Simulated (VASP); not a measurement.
Runs of VASP 6.6.1 on Ga2H. The structure is that of space group Pn-3m (No. 224), or close to it. The cells are those of the table. 

| task | cell | k mesh | cutoff (eV) | gap on the mesh (eV) | pressure (GPa) | relaxed volume (Å³/atom) |
| --- | --- | --- | --- | --- | --- | --- |
| relaxation of cell and atoms | relaxed from a = 4.464 Å, 6 atoms | 8 × 8 × 8 | 600 | none | 0.0 | (a) |
| single point | a = 4.489 Å, 6 atoms | 8 × 8 × 8 | 520 | none | 0.0 | - |
| relaxation of cell and atoms | relaxed from a = 4.766 Å, 6 atoms | 4 × 4 × 4 | 600 | none | 0.3 | 14.67 |
| single point | a = 4.464 Å, 6 atoms | 4 × 4 × 4 | 520 | none | -0.2 | - |

Alike in all rows: level PBE; potentials or basis VASP PAW PBE potentials, release 64 (Ga_d, H); no spin polarisation; smearing gaussian 0.1 eV.

Fill in the values left out.

(a) 15.10.

Caveats: the volume moved by over 15 % at a fixed basis, so the end points are rough (some runs).

A k mesh can miss the band edges, and the runs leave out spin-orbit coupling on Ga.

A gap of «none» marks levels without a gap at the run's occupations.
